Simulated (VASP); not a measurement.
Wanted: the native input for a VASP 6.6.1 run.

```yaml
Task: single point
Functional: LDA
Potentials_or_basis: VASP PAW LDA potentials, release 64 (Co)
Cutoff: 520 eV
k_mesh: 25 × 25 × 13
Occupations: fermi-dirac, width 0.1 eV
Spin: no spin polarisation
Dipole_correction: no
Further_INCAR_settings: ALGO = Normal; EDIFF = 1e-06; NBANDS = 16
```

The structure of Co lies in POSCAR:

```
Co
1.0
    2.3995686431      0.0000000000      0.0000000000
   -1.1997843215      2.0780874031      0.0000000000
    0.0000000000      0.0000000000      3.8656883452
Co
2
Direct
    0.3333333333      0.6666666667      0.2500000000
    0.6666666667      0.3333333333      0.7500000000
```

The input as run:

INCAR

```
SYSTEM = Co
PREC = Accurate
ENCUT = 520
EDIFF = 1E-6
ISMEAR = -1
SIGMA = 0.1
LREAL = .FALSE.
LASPH = .TRUE.
NELM = 100
ALGO = Normal
ISIF = 2
LWAVE = .FALSE.
LCHARG = .FALSE.
GGA = CA
NBANDS = 16
```

KPOINTS

```
Automatic mesh
0
G
  25 25 13
  0 0 0
```

Potentials or basis: VASP PAW LDA potentials, release 64 (Co).

The run is started by

```console
$ cat potpaw_LDA.64/Co/POTCAR > POTCAR
$ mpirun -np 1 vasp_std > vasp.out
```

Results of the run:

The pressure is -0.9 GPa. The band gap on the k mesh is zero (band 9 reaches 12.19 eV, above the bottom of band 10 at 10.47 eV).

Caveat: the run has no spin polarisation, though such a crystal can be magnetic.

Run time: 76 s on 1 thread of AMD EPYC 7R13 Processor (Zen 3) (shared host), peak memory 0.19 GiB.
